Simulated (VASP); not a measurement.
**GaAs: vibrations by perturbation theory with PBEsol**

The system is GaAs.

```
Ga As
1.0
     0.00000    2.84830    2.84830
     2.84830    0.00000    2.84830
     2.84830    2.84830    0.00000
Ga As
1 1
Direct
  0.00000 0.00000 0.00000
  0.75000 0.75000 0.75000
```

- Program: VASP 6.6.1
- Task: vibrations by perturbation theory
- Functional: PBEsol
- Potentials or basis: VASP PAW PBE potentials, release 64 (Ga_d, As_d)
- Cutoff: 510 eV
- k mesh: 12 × 12 × 12
- Occupations: gaussian, width 0.01 eV
- Spin: no spin polarisation
- Dipole correction: no
- Further INCAR settings: ALGO = Normal; EDIFF = 1e-08; IBRION = 8; NSW = 1

```
Electronic dielectric tensor (diagonal)                 : 39.51
Born charges (mean of the diagonal)                     : Ga +2.24; As -2.24 e
Highest phonon frequency at Γ, LO-TO splitting left out : 255 cm⁻¹
```

Phonon frequencies in cm⁻¹ (negative: imaginary):
```
              q point        frequencies
(0.000, 0.000, 0.000)  0 0 0 255 255 255
```

Electronic dielectric tensor:
```
39.51  0.00  0.00
 0.00 39.51  0.00
 0.00  0.00 39.51
```

Born effective charge tensors (e):
atom 1, Ga
```
2.24 0.00 0.00
0.00 2.24 0.00
0.00 0.00 2.24
```
atom 2, As
```
-2.24  0.00  0.00
 0.00 -2.24  0.00
 0.00  0.00 -2.24
```

Wall time 49 min on 1 thread of Intel(R) Xeon(R) Platinum 8259CL CPU @ 2.50GHz (Skylake/Cascade Lake), with other jobs on the host, peak memory 0.62 GiB.

Caveat: the cell stands under pressure or tension, which shifts response properties.
